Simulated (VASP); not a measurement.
Input of a VASP 6.6.1 run:

Contents of POSCAR:

```
PbS
1.0
    0.0000000000      2.9705683269      2.9705683269
    2.9705683269      0.0000000000      2.9705683269
    2.9705683269      2.9705683269      0.0000000000
Pb S
1 1
Direct
    0.0000000000      0.0000000000      0.0000000000
    0.5000000000      0.5000000000      0.5000000000
```

The input INCAR.step1:

```
  PREC = Accurate
  ENCUT = 520
  EDIFF = 1E-5
  ISMEAR = 0
  SIGMA = 0.01
  LREAL = F
  LASPH = T
  NELM = 60
  ALGO = Normal
  ISIF = 2
  LWAVE = T
  GGA = PE
  NBANDS = 17
```

INCAR.step2

```
  PREC = Accurate
  ENCUT = 520
  EDIFF = 1E-6
  ISMEAR = 0
  SIGMA = 0.01
  LREAL = F
  LASPH = T
  NELM = 60
  ALGO = Normal
  ISIF = 2
  LWAVE = F
  LCHARG = T
  GGA = PE
  LHFCALC = T
  HFSCREEN = 0.2079
  PRECFOCK = Normal
  LELF = T
  LVHAR = T
  ISTART = 1
  NBANDS = 17
```

File KPOINTS:

```
Automatic mesh
0
Gamma
  4 4 4
```

Potentials or basis: VASP PAW PBE potentials, release 64 (Pb_d, S).

Launch:

```console
$ cat potpaw_PBE.64/Pb_d/POTCAR potpaw_PBE.64/S/POTCAR > POTCAR
$ cp INCAR.step1 INCAR
$ mpirun -np 1 vasp_std > vasp.out
$ cp INCAR.step2 INCAR
$ mpirun -np 1 vasp_std > vasp.out
```

Task: Predict the band gap on the k mesh.

Result: 0.82 eV.

Task: What does it give for the pressure?

Result: 0.8 GPa.

Caveat: the k points lie up to 0.46 Å⁻¹ apart; the PAW data sets were made with another functional, which shifts forces and pressure a little; spin-orbit coupling is left out, which moves the levels of the heavy elements. A k mesh can miss the band edges.
